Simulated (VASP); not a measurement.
# MgO (Cm) in VASP: notebook, part 2 of 2

VASP 6.6.1.

### Step 3. Single point, LDA (atom 1 (Mg) moved by -0.312 Å along [1 1 0] and -0.312 Å along [0 0 1])

The input, INCAR:

```
ALGO = Normal ; EDIFF = 1E-6
ENCUT = 520 ; ISIF = 2
ISMEAR = 0 ; LASPH = True
LCHARG = False ; LREAL = False
LWAVE = False ; NBANDS = 26
NELM = 60 ; PREC = Accurate
SIGMA = 0.05
```

The input, KPOINTS:

```
k-points
0
Gamma
  6 6 6
```

The input, POSCAR:

```
MgO
1.0
    4.1607146133      0.0000000000      0.0000000000
    0.0000000000     -4.1607146133      0.0000000000
    0.0000000000      0.0000000000     -4.1607146133
Mg O
4 4
Direct
   -0.0530239000      1.0530239000      1.0749871186
    0.5000000000      0.5000000000      1.0000000000
    0.5000000000      1.0000000000      0.5000000000
    0.0000000000      0.5000000000      0.5000000000
    0.5000000000      0.0000000000      0.0000000000
    0.0000000000      0.5000000000      0.0000000000
    0.0000000000      0.0000000000      0.5000000000
    0.5000000000      0.5000000000      0.5000000000
```

Potentials or basis: VASP PAW LDA potentials, release 64 (Mg, O).

On the command line:

```sh
cat potpaw_LDA.64/Mg/POTCAR potpaw_LDA.64/O/POTCAR > POTCAR
mpirun -np 1 vasp_std > vasp.out
```

It took 76 s on 1 thread of Intel Xeon 6975P-C, shared host; peak memory 0.22 GiB.

Results (log left out):

```yaml
Free_energy: -52.6929 eV
Pressure: 4.5 GPa
Largest_force: 5.154 eV/Å
Band_gap_on_the_k_mesh: 4.96 eV, direct
```

Forces in eV/Å, atoms in the order of the input:
```
Mg   2.177  2.177  4.134
Mg  -0.644 -0.644  0.295
Mg  -0.737  0.233 -0.941
Mg   0.233 -0.737 -0.941
O   -0.756 -0.253 -0.372
O   -0.253 -0.756 -0.372
O   -0.106 -0.106 -1.911
O    0.086  0.086  0.108
```

Stress tensor (GPa, compression positive):
```
 2.79 -0.36 -0.80
-0.36  2.79 -0.80
-0.80 -0.80  7.84
```

Levels at points of the mesh, in eV from the valence-band top:
```
           k point  band 13  band 14  band 15  band 16  band 17  band 18  band 19  band 20
(0.00, 0.00, 0.00)    -1.38    -0.09    -0.08     0.00     4.96     8.66     9.02     9.04
(0.50, 0.00, 0.00)    -0.86    -0.84    -0.81    -0.73     8.13     8.37    10.44    11.05
(0.00, 0.00, 0.50)    -0.90    -0.89    -0.77    -0.69     8.03     8.39    10.39    11.21
(0.50, 0.50, 0.00)    -0.83    -0.81    -0.74    -0.51     9.30     9.59     9.66     9.85
(0.00, 0.50, 0.50)    -0.83    -0.77    -0.74    -0.54     9.25     9.56     9.69     9.90
(0.50, 0.50, 0.50)    -0.76    -0.72    -0.54    -0.50     7.72     7.96     7.99     8.05
```

Caveat: the cell differs from its parent crystal (atom 1 (Mg) moved by -0.312 Å along [1 1 0] and -0.312 Å along [0 0 1]); forces of over 1 eV/Å act on the atoms, so gaps and moduli don't describe the material at rest.

### Step 4. Single point, LDA (atom 1 (Mg) moved by -0.520 Å along [1 1 0] and -0.520 Å along [0 0 1])

The input, INCAR:

```
ALGO = Normal ; EDIFF = 1E-7
ENCUT = 520 ; GGA = CA
ISIF = 2 ; ISMEAR = 0
LASPH = True ; LCHARG = True
LELF = True ; LREAL = False
LVHAR = True ; LWAVE = False
NBANDS = 26 ; NELM = 60
PREC = Accurate ; SIGMA = 0.05
```

KPOINTS is that of step 3.

POSCAR, as its differences from that of step 3:

```diff
@@ -8,3 +8,3 @@
 Direct
-   -0.0530239000      1.0530239000      1.0749871186
+   -0.0883731667      1.0883731667      1.1249785309
     0.5000000000      0.5000000000      1.0000000000
```

Potentials or basis: VASP PAW LDA potentials, release 64 (Mg, O).

On the command line:

```sh
cat potpaw_LDA.64/Mg/POTCAR potpaw_LDA.64/O/POTCAR > POTCAR
mpirun -np 1 vasp_std > vasp.out
```

OUTCAR:

```text
EDIFF = 1E-7
   ENCUT = 520
   GGA = CA
   ISIF = 2
   ISMEAR = 0
   LASPH = True
   LREAL = False
   NELM = 60
   PREC = Accurate

 ion  position               nearest neighbor table
   1  0.912  0.088  0.125-   7 1.64   6 1.83   5 1.83   4 2.35   3 2.35   2 2.48   5 2.53   6 2.53
                             7 2.65   4 2.93   3 2.93   2 3.03   2 3.03   3 3.14   4 3.14   2 3.50
   2  0.500  0.500  0.000-   5 2.08   6 2.08   8 2.08   8 2.08   5 2.08   6 2.08   1 2.48   4 2.94
                             4 2.94   3 2.94   3 2.94   3 2.94   4 2.94   3 2.94   4 2.94   1 3.03
[... 916 lines left out ...]
  in kB       99.0101795     99.0101795    241.2395477    -13.9878329    -44.3523580    -44.3523602
  external PRESSURE =     146.4199689 kB  Pullay stress =       0.0000000 kB

 VOLUME and BASIS-vectors are now :
 -----------------------------------------------------------------------------
  energy-cutoff  :      520.00
  volume of cell :       72.03
      direct lattice vectors                 reciprocal lattice vectors
     4.160714613  0.000000000  0.000000000     0.240343329  0.000000000  0.000000000
     0.000000000 -4.160714613  0.000000000     0.000000000 -0.240343329  0.000000000
     0.000000000  0.000000000 -4.160714613     0.000000000  0.000000000 -0.240343329

 POSITION                                       TOTAL-FORCE (eV/Angst)
 -----------------------------------------------------------------------------------
      3.79302     -0.36770     -0.52000         2.626222      2.626222      8.881355
      2.08036     -2.08036      0.00000        -1.174379     -1.174379      0.600290
      2.08036      0.00000     -2.08036        -1.618541      0.566809     -1.820551
      0.00000     -2.08036     -2.08036         0.566809     -1.618541     -1.820551
      2.08036      0.00000      0.00000        -1.171726     -0.224711     -0.379758
      0.00000     -2.08036      0.00000        -0.224711     -1.171726     -0.379758
      0.00000      0.00000     -2.08036         0.754290      0.754290     -5.338911
      2.08036     -2.08036     -2.08036         0.242035      0.242035      0.257886
 -----------------------------------------------------------------------------------
    total drift:                                0.000416      0.000416      0.000388

  FREE ENERGIE OF THE ION-ELECTRON SYSTEM (eV)
  ---------------------------------------------------
  free  energy   TOTEN  =       -50.6272973097 eV

  energy  without entropy=      -50.6272973097  energy(sigma->0) =      -50.62729731
```

stdout:

```text
POSCAR found type information on POSCAR MgO
 POSCAR found :  2 types and       8 ions
 scaLAPACK will be used
 LDA part: xc-table for (Slater(with rela. corr.)+CA(PZ))
 , standard interpolation
 POSCAR, INCAR and KPOINTS ok, starting setup
 FFT: planning ... GRIDC
 FFT: planning ... GRID_SOFT
 FFT: planning ... GRID
 WAVECAR not read
 entering main loop
```

Wall time 78 s (1 thread of Intel Xeon 6975P-C, shared host); peak memory 0.22 GiB.

What came out:

```
Free energy            : -50.6273 eV
Pressure               : 14.6 GPa
Largest force          : 9.627 eV/Å
Band gap on the k mesh : 4.79 eV, direct
```

Forces in eV/Å, atoms in the order of the input:
```
Mg   2.626  2.626  8.881
Mg  -1.174 -1.174  0.600
Mg  -1.619  0.567 -1.821
Mg   0.567 -1.619 -1.821
O   -1.172 -0.225 -0.380
O   -0.225 -1.172 -0.380
O    0.754  0.754 -5.339
O    0.242  0.242  0.258
```

Stress tensor (GPa, compression positive):
```
 9.90 -1.40 -4.44
-1.40  9.90 -4.44
-4.44 -4.44 24.12
```

Levels at points of the mesh, in eV from the valence-band top:
```tsv
k point	band 12	band 13	band 14	band 15	band 16	band 17	band 18	band 19	band 20	band 21
(0.00, 0.00, 0.00)	-1.42	-1.38	-0.22	-0.21	0.00	4.79	8.22	9.03	9.06	9.62
(0.50, 0.00, 0.00)	-1.68	-0.99	-0.94	-0.92	-0.68	7.80	8.29	9.96	10.79	11.28
(0.00, 0.00, 0.50)	-1.71	-1.16	-1.12	-0.75	-0.57	7.63	8.34	9.87	10.94	11.16
(0.50, 0.50, 0.00)	-1.75	-1.10	-1.05	-0.81	-0.25	8.76	9.39	9.62	9.90	10.96
(0.00, 0.50, 0.50)	-1.70	-1.05	-0.94	-0.86	-0.32	8.69	9.41	9.68	9.99	10.76
(0.50, 0.50, 0.50)	-0.96	-0.90	-0.77	-0.34	-0.23	7.32	7.88	8.01	8.12	11.85
```

Caveat: the cell differs from its parent crystal (atom 1 (Mg) moved by -0.520 Å along [1 1 0] and -0.520 Å along [0 0 1]); forces of over 1 eV/Å act on the atoms, so gaps and moduli don't describe the material at rest.
